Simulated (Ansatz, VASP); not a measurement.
One calculation of Hg3Pt, two programs

The input INCAR:

```
PREC = Accurate ; ENCUT = 570
EDIFF = 1E-6 ; ISMEAR = -1
SIGMA = 0.15 ; LREAL = False
LASPH = True ; NELM = 120
ALGO = Normal ; ISIF = 2
LWAVE = False ; LCHARG = True
GGA = B5 ; ALDAX = 1.0
AGGAX = 1.0 ; AGGAC = 1.0
ALDAC = 0.0 ; LELF = True
LVHAR = True ; NBANDS = 47
GGA_COMPAT = False
```

KPOINTS

```
Automatic mesh
0
Gamma
  5 5 5
```

The input POSCAR:

```
Hg3Pt
1.0
    4.3442210000      0.0000000000      0.0000000000
    0.0000000000      4.3442210000      0.0000000000
    0.0000000000      0.0000000000      4.3442210000
Hg Pt
3 1
Direct
    0.0000000000      0.5000000000      0.5000000000
    0.5000000000      0.0000000000      0.5000000000
    0.5000000000      0.5000000000      0.0000000000
    0.0000000000      0.0000000000      0.0000000000
```

Input for Ansatz:

```yaml
crystal:
  lattice:
    - [4.344221, 0.0, 0.0]
    - [0.0, 4.344221, 0.0]
    - [0.0, 0.0, 4.344221]
  atoms:
    - { symbol: Hg, position: [0.0, 0.5, 0.5] }
    - { symbol: Hg, position: [0.5, 0.0, 0.5] }
    - { symbol: Hg, position: [0.5, 0.5, 0.0] }
    - { symbol: Pt, position: [0.0, 0.0, 0.0] }
kpoints:
  mp_grid:
    grid: [5, 5, 5]
hamiltonian:
  xc: blyp
  pseudopotentials:
    kind: paw
scf:
  occupations:
    method: fermi_dirac
    width: 0.15
output:
  stress: true
```

Alike in both runs: task single point; functional BLYP; k mesh 5 × 5 × 5; occupations fermi-dirac, width 0.15 eV; no spin polarisation.

|  | VASP | Ansatz |
| --- | --- | --- |
| version | VASP 6.6.1 | Ansatz 0.2.0 |
| potentials or method | VASP PAW PBE potentials, release 64 (Hg_sv_GW, Pt_sv_GW) | plane waves, PAW |
| plane-wave cutoff (eV) | 570 | 420 |
| valence electrons in the cell | 78 | 78 |

```tsv
	VASP	Ansatz	Ansatz less VASP
pressure (GPa)	7.4	7.4	-0.01
```

VASP's potentials were made for PBE, not for BLYP. The functional is the same, so the differences come from potentials, cutoffs and numerics.

Neither program's run includes spin-orbit coupling.
